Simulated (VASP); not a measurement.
# InP (CsCl type) (Pm-3m) in VASP: a series of runs

Runs on InP (CsCl type). Level: PBE. Tasks: single point, relaxation of cell and atoms.

Everything below comes from runs of VASP 6.6.1. Logs are shortened: lines on timing, memory, paths and dates and some standing lists are left out, and cuts for length are marked.

### Step 1. The cell of the first run

It takes space group Pm-3m (No. 221, cubic). The conventional cell has a = 3.037 Å, b = 3.037 Å, c = 3.037 Å, α = 90.00°, β = 90.00°, γ = 90.00°. Within 3.5 Å of In (site symmetry m-3m) lie 8 P at 2.63 Å and 6 In at 3.04 Å. Within 3.5 Å of P (site symmetry m-3m) lie 8 In at 2.63 Å and 6 P at 3.04 Å.

### Step 2. Single point, PBE

File INCAR:

```
SYSTEM = InP
PREC = Accurate
ENCUT = 520
EDIFF = 1E-6
ISMEAR = -1
SIGMA = 0.08
LREAL = .False.
LASPH = .True.
NELM = 60
ALGO = Normal
ISIF = 2
LWAVE = .False.
LCHARG = .True.
GGA = PE
LELF = .True.
LVHAR = .True.
NBANDS = 16
```

File KPOINTS:

```
Automatic mesh
0
Gamma
  14 14 14
  0 0 0
```

File POSCAR:

```
InP
1.0
    3.0366882743      0.0000000000      0.0000000000
    0.0000000000      3.0366882743      0.0000000000
    0.0000000000      0.0000000000      3.0366882743
In P
1 1
Direct
    0.0000000000      0.0000000000      0.0000000000
    0.5000000000      0.5000000000      0.5000000000
```

Potentials or basis: VASP PAW PBE potentials, release 64 (In_d, P).

Command:

```
$ cat potpaw_PBE.64/In_d/POTCAR potpaw_PBE.64/P/POTCAR > POTCAR
$ mpirun -np 1 vasp_std > vasp.out
```

OUTCAR:

```text
SYSTEM = InP
   PREC = Accurate
   ENCUT = 520
   EDIFF = 1E-6
   ISMEAR = -1
   LREAL = .False.
   LASPH = .True.
   NELM = 60
   ISIF = 2
   GGA = PE

 ion  position               nearest neighbor table
   1  0.000  0.000  0.000-   2 2.63   2 2.63   2 2.63   2 2.63   2 2.63   2 2.63   2 2.63   2 2.63

   2  0.500  0.500  0.500-   1 2.63   1 2.63   1 2.63   1 2.63   1 2.63   1 2.63   1 2.63   1 2.63

  LATTYP: Found a simple cubic cell.
 ALAT       =     3.0366882743

  Lattice vectors:

 A1 = (   3.0366882743,   0.0000000000,   0.0000000000)
 A2 = (   0.0000000000,   3.0366882743,   0.0000000000)
 A3 = (   0.0000000000,   0.0000000000,   3.0366882743)

Analysis of symmetry for initial positions (statically):
=====================================================================
 Subroutine PRICEL returns:
 Original cell was already a primitive cell.

 Routine SETGRP: Setting up the symmetry group for a
 simple cubic supercell.

 Subroutine GETGRP returns: Found 48 space group operations
 (whereof 48 operations were pure point group operations)
 out of a pool of 48 trial point group operations.

The static configuration has the point symmetry O_h .

Analysis of symmetry for dynamics (positions and initial velocities):
=====================================================================
 Subroutine PRICEL returns:
 Original cell was already a primitive cell.

 Routine SETGRP: Setting up the symmetry group for a
 simple cubic supercell.

 Subroutine GETGRP returns: Found 48 space group operations
 (whereof 48 operations were pure point group operations)
 out of a pool of 48 trial point group operations.

The dynamic configuration has the point symmetry O_h .

 Subroutine INISYM returns: Found 48 space group operations
 (whereof 48 operations are pure point group operations),
 and found     1 'primitive' translations

----------------------------------------------------------------------------------------

                                     Primitive cell

  volume of cell :      28.0027

  direct lattice vectors                    reciprocal lattice vectors
     3.036688274  0.000000000  0.000000000     0.329306109  0.000000000  0.000000000
     0.000000000  3.036688274  0.000000000     0.000000000  0.329306109  0.000000000
     0.000000000  0.000000000  3.036688274     0.000000000  0.000000000  0.329306109

  length of vectors
     3.036688274  3.036688274  3.036688274     0.329306109  0.329306109  0.329306109

  position of ions in fractional coordinates (direct lattice)
     0.000000000  0.000000000  0.000000000
     0.500000000  0.500000000  0.500000000

  ion indices of the primitive-cell ions
   primitive index   ion index
                 1           1
                 2           2

----------------------------------------------------------------------------------------

 KPOINTS: Automatic mesh

Automatic generation of k-mesh.
 Grid dimensions read from file:
 generate k-points for:   14   14   14

 Generating k-lattice:

  Cartesian coordinates                     Fractional coordinates (reciprocal lattice)
     0.023521865  0.000000000  0.000000000     0.071428571  0.000000000  0.000000000
     0.000000000  0.023521865  0.000000000     0.000000000  0.071428571  0.000000000
     0.000000000  0.000000000  0.023521865     0.000000000  0.000000000  0.071428571

  Length of vectors
     0.023521865  0.023521865  0.023521865

  Shift w.r.t. Gamma in fractional coordinates (k-lattice)
     0.000000000  0.000000000  0.000000000

 Subroutine IBZKPT returns following result:
 ===========================================

 Found    120 irreducible k-points:

 Following reciprocal coordinates:
            Coordinates               Weight
  0.000000  0.000000  0.000000      1.000000
  0.071429  0.000000  0.000000      6.000000
  0.142857  0.000000  0.000000      6.000000
  0.214286  0.000000  0.000000      6.000000
  0.285714  0.000000  0.000000      6.000000
  0.357143  0.000000  0.000000      6.000000
[... 16 lines left out ...]
  0.285714  0.214286  0.000000     24.000000
  0.357143  0.214286  0.000000     24.000000
 [... further k-points ...]
   k-points           NKPTS =    120   k-points in BZ     NKDIM =    120   number of bands    NBANDS=     16
   number of dos      NEDOS =    301   number of ions     NIONS =      2
   total plane-waves  NPLWV =  13824
   dimension x,y,z NGX =    24 NGY =   24 NGZ =   24
   dimension x,y,z NGXF=    48 NGYF=   48 NGZF=   48
   ions per type =               1   1
   NGX,Y,Z   is equivalent  to a cutoff of  13.14, 13.14, 13.14 a.u.
   NGXF,Y,Z  is equivalent  to a cutoff of  26.28, 26.28, 26.28 a.u.
 SYSTEM =  InP
   PREC   = accura    normal or accurate (medium, high low for compatibility)
   ISTART =      0    job   : 0-new  1-cont  2-samecut
   ICHARG =      2    charge: 1-file 2-atom 10-const
   ISPIN  =      1    spin polarized calculation?
   LNONCOLLINEAR =      F non collinear calculations
   LSORBIT =      F    spin-orbit coupling
   LASPH  =      T    aspherical Exc in radial PAW
   ENCUT  =  520.0 eV  38.22 Ry    6.18 a.u.   5.65  5.65  5.65*2*pi/ulx,y,z
   NELM   =     60;   NELMIN=  2; NELMDL= -5     # of ELM steps
   EDIFF  = 0.1E-05   stopping-criterion for ELM
   LREAL  =      F    real-space projection
   EDIFFG = 0.1E-04   stopping-criterion for IOM
   NSW    =      0    number of steps for IOM
   IBRION =     -1    ionic relax: 0-MD 1-quasi-New 2-CG
   NFREE  =      0    steps in history (QN), initial steepest desc. (CG)
   ISIF   =      2    stress and relaxation
   ISYM   =      2    0-nonsym 1-usesym 2-fastsym
   POTIM  = 0.5000    time-step for ionic-motion
   TEBEG  =    0.0;   TEEND  =   0.0 temperature during run
   PSTRESS=    0.0 pullay stress
   NELECT =      18.0000    total number of electrons
   NUPDOWN=      -1.0000    fix difference up-down
   EMIN   =  10.00;   EMAX   =-10.00  energy-range for DOS
   EFERMI =   0.00;   METHOD = LEGACY
   ISMEAR =    -1;   SIGMA  =   0.08  broadening in eV -4-tet -1-fermi 0-gaus
   EFERMI_NEDOS =   21; number of points for ismear=-14 and -15
   IALGO  =     38    algorithm
   IMIX   =      4    mixing-type and parameters
     AMIX     =   0.40;   BMIX     =  1.00
     AMIX_MAG =   1.60;   BMIX_MAG =  1.00
  volume/ion in A,a.u.               =      14.00        94.49
  Fermi-wavevector in a.u.,A,eV,Ry     =   1.412859  2.669916 27.159545  1.996170
  Thomas-Fermi vector in A             =   2.534564
   LORBIT       =      0    0 simple, 1 ext, 2 COOP (PROOUT), +10 PAW based schemes
   GGA     = PE    functional components
   LHFCALC =     F    Hartree Fock is set to
   AEXX    =    0.0000 exact exchange contribution
   IVDW    =     0    specifies the selected vdW correction
   LEPSILON=     F    determine dielectric tensor
   LRPA    =     F    only Hartree local field effects (RPA)
 non-spin polarized calculation
  energy-cutoff  :      520.00
  volume of cell :       28.00
 maximum number of plane-waves:       768
 NGX is ok and might be reduce to    24
   NGX = 11   NGY = 11   NGZ = 11

 number of electron      18.0000003 magnetization

 Free energy of the ion-electron system (eV)
  ---------------------------------------------------
  ext. energy  EPLUGINS =         0.00000000
  ---------------------------------------------------
  free energy    TOTEN  =        -5.50681145 eV

  energy without entropy =       -5.48929806  energy(sigma->0) =       -5.49805475

 E-fermi :  13.6006     XC(G=0): -12.5986

 val. band max:       13.5886535936   @ k =   0.4286   0.2857   0.2143
 cond. band min:      13.6583865247   @ k =   0.2857   0.2857   0.0714
 fundamental gap:      0.0697329311
 Fermi energy:        13.6005842983

 k-point     1 :       0.0000    0.0000    0.0000
  band No.  band energies     occupation
      1      -2.4678      2.00000
      2      -2.0038      2.00000
      3      -2.0038      2.00000
      4      -1.2133      2.00000
      5      -1.2133      2.00000
      6      -1.2133      2.00000
[... 8 lines left out ...]
     15      28.1309      0.00000
     16      28.3734      0.00000

 k-point     2 :       0.0714    0.0000    0.0000
  band No.  band energies     occupation
      1      -2.3870      2.00000
      2      -1.9992      2.00000
      3      -1.9770      2.00000
      4      -1.2301      2.00000
      5      -1.2301      2.00000
      6      -1.2115      2.00000
[... 8 lines left out ...]
     15      27.6467      0.00000
     16      28.3430      0.00000

 k-point     3 :       0.1429    0.0000    0.0000
  band No.  band energies     occupation
      1      -2.1628      2.00000
      2      -1.9864      2.00000
      3      -1.8849      2.00000
      4      -1.2766      2.00000
      5      -1.2766      2.00000
      6      -1.2064      2.00000
[... 8 lines left out ...]
     15      26.5729      0.00000
     16      28.2584      0.00000

 k-point     4 :       0.2143    0.0000    0.0000
  band No.  band energies     occupation
      1      -1.9678      2.00000
      2      -1.9285      2.00000
      3      -1.6125      2.00000
      4      -1.3426      2.00000
      5      -1.3426      2.00000
      6      -1.1990      2.00000
[... 8 lines left out ...]
     15      25.5725      0.00000
     16      27.3650      0.00000
[... 324 lines left out ...]
 k-point    22 :       0.2143    0.2143    0.0000
  band No.  band energies     occupation
      1      -1.8879      2.00000
      2      -1.8141      2.00000
      3      -1.6497      2.00000
      4      -1.3349      2.00000
      5      -1.3069      2.00000
      6      -0.6531      2.00000
[... 8 lines left out ...]
     15      25.4595      0.00000
     16      25.5115      0.00000

 k-point    23 :       0.2857    0.2143    0.0000
  band No.  band energies     occupation
      1      -1.9013      2.00000
      2      -1.8414      2.00000
      3      -1.5392      2.00000
      4      -1.3911      2.00000
      5      -1.3061      2.00000
      6      -0.0958      2.00000
[... 8 lines left out ...]
     15      25.3085      0.00000
     16      25.6185      0.00000

 k-point    24 :       0.3571    0.2143    0.0000
  band No.  band energies     occupation
      1      -1.9650      2.00000
      2      -1.8165      2.00000
      3      -1.4496      2.00000
      4      -1.4450      2.00000
      5      -1.2964      2.00000
      6       0.5977      2.00000
[... 8 lines left out ...]
     15      25.4761      0.00000
     16      27.1921      0.00000

 [... further k-points ...]
[... 5 lines left out ...]
  --------------------------------------------------------------------------------------
  -------------------------------------------------------------------------------------
  Total       10.6454221     10.6454221     10.6454221     -0.0000000      0.0000000      0.0000000
  in kB      609.0778867    609.0778867    609.0778867     -0.0000000      0.0000000      0.0000000
  external PRESSURE =     609.0778867 kB  Pullay stress =       0.0000000 kB

 VOLUME and BASIS-vectors are now :
 -----------------------------------------------------------------------------
  energy-cutoff  :      520.00
  volume of cell :       28.00
      direct lattice vectors                 reciprocal lattice vectors
     3.036688274  0.000000000  0.000000000     0.329306109  0.000000000  0.000000000
     0.000000000  3.036688274  0.000000000     0.000000000  0.329306109  0.000000000
     0.000000000  0.000000000  3.036688274     0.000000000  0.000000000  0.329306109

 POSITION                                       TOTAL-FORCE (eV/Angst)
 -----------------------------------------------------------------------------------
      0.00000      0.00000      0.00000         0.000000      0.000000      0.000000
      1.51834      1.51834      1.51834         0.000000      0.000000      0.000000
 -----------------------------------------------------------------------------------
    total drift:                                0.000000      0.000000      0.000000

  FREE ENERGIE OF THE ION-ELECTRON SYSTEM (eV)
  ---------------------------------------------------
  free  energy   TOTEN  =        -5.5068114463 eV

  energy  without entropy=       -5.4892980634  energy(sigma->0) =       -5.49805475
```

It took 21 s on 1 thread of Intel Xeon Platinum 8488C (Sapphire Rapids), shared host; peak memory 0.17 GiB.

What came out:

```
Free energy            : -5.5068 eV
Pressure               : 60.9 GPa
Band gap on the k mesh : zero (band 9 reaches 15.05 eV, above the bottom of band 10 at 11.18 eV)
```

Caveat: spin-orbit coupling is left out, which moves the levels of the heavy elements.

### Step 3. Relaxation of cell and atoms, PBE, target pressure 61 GPa, at which the enthalpy is minimised

This run uses another cell than the first one, of 14.36 Å³/atom, 1.026 times its volume.

File INCAR:

```
  PREC = Accurate
  ENCUT = 600
  EDIFF = 1E-6
  ISMEAR = -1
  SIGMA = 0.08
  LREAL = False
  LASPH = True
  NELM = 80
  ALGO = Normal
  ISIF = 3
  LWAVE = False
  LCHARG = False
  GGA = PE
  IBRION = 2
  NSW = 60
  EDIFFG = -0.005
  PSTRESS = 610.0
```

File KPOINTS:

```
Automatic mesh
0
Gamma
  14 14 14
```

File POSCAR:

```
InP
1.0
    3.0623216150      0.0000000000      0.0000000000
    0.0000000000      3.0623216150      0.0000000000
    0.0000000000      0.0000000000      3.0623216150
In P
1 1
Direct
    0.0000000000      0.0000000000      0.0000000000
    0.5000000000      0.5000000000      0.5000000000
```

Potentials or basis: VASP PAW PBE potentials, release 64 (In_d, P).

Command:

```
$ cat potpaw_PBE.64/In_d/POTCAR potpaw_PBE.64/P/POTCAR > POTCAR
$ mpirun -np 1 vasp_std > vasp.out
```

It took 63 s on 1 thread of Intel Xeon Platinum 8488C (Sapphire Rapids), shared host; peak memory 0.18 GiB.

It converged, with:

```yaml
Free_energy: -5.5072 eV
Relaxed_volume: 14.00 Å³/atom
Relaxed_cell: a = 3.037 Å, b = 3.037 Å, c = 3.037 Å, α = 90.00°, β = 90.00°, γ = 90.00°
Space_group_after_relaxing_to_0.05_Å: Pm-3m (No. 221)
Energy_change_on_relaxing_the_enthalpy_is_what_falls: +127.8 meV/atom
Ionic_steps: 7
Pressure_after_relaxing: 61.0 GPa
Band_gap_on_the_k_mesh: zero (band 9 reaches 15.05 eV, above the bottom of band 10 at 11.18 eV)
```

The path:
| step | energy change (eV) | largest force (eV/Å) | pressure (GPa) | volume (Å³) |
| --- | --- | --- | --- | --- |
| 1 | 0.0000 | 0.0000 | 53.56 | 28.72 |
| 2 | 1.1537 | 0.0000 | 86.67 | 26.03 |
| 3 | 0.2479 | 0.0000 | 60.83 | 28.02 |
| 4 | 0.2532 | 0.0000 | 60.93 | 28.01 |
| 5 | 0.2585 | 0.0000 | 61.09 | 27.99 |
| 6 | 0.2485 | 0.0000 | 60.79 | 28.02 |
| 7 | 0.2555 | 0.0000 | 61.00 | 28.00 |

Final structure:
```yaml
crystal:
  lattice:
    - [3.03667, 0.00000, 0.00000]
    - [0.00000, 3.03667, 0.00000]
    - [0.00000, 0.00000, 3.03667]
  atoms:
    - { symbol: In, position: [0.00000, 0.00000, 0.00000] }
    - { symbol: P, position: [0.50000, 0.50000, 0.50000] }
```

Levels at points of the mesh, in eV from the Fermi level:
| k point | band 6 | band 7 | band 8 | band 9 | band 10 | band 11 | band 12 | band 13 |
| --- | --- | --- | --- | --- | --- | --- | --- | --- |
| (0.00, 0.00, 0.00) | -14.81 | -1.52 | -1.52 | -1.52 | 1.32 | 4.19 | 4.19 | 14.53 |
| (0.50, 0.00, 0.00) | -13.03 | -9.99 | 1.40 | 1.40 | 4.44 | 4.68 | 5.32 | 5.32 |
| (0.50, 0.50, 0.00) | -8.86 | -7.40 | -7.40 | -4.41 | 1.69 | 8.47 | 8.47 | 8.71 |
| (0.50, 0.50, 0.50) | -8.34 | -3.12 | -3.12 | -3.12 | -1.63 | -1.63 | -1.63 | 1.22 |

Caveat: the cell is relaxed towards a set pressure, so the enthalpy falls and the energy may rise; spin-orbit coupling is left out, which moves the levels of the heavy elements.
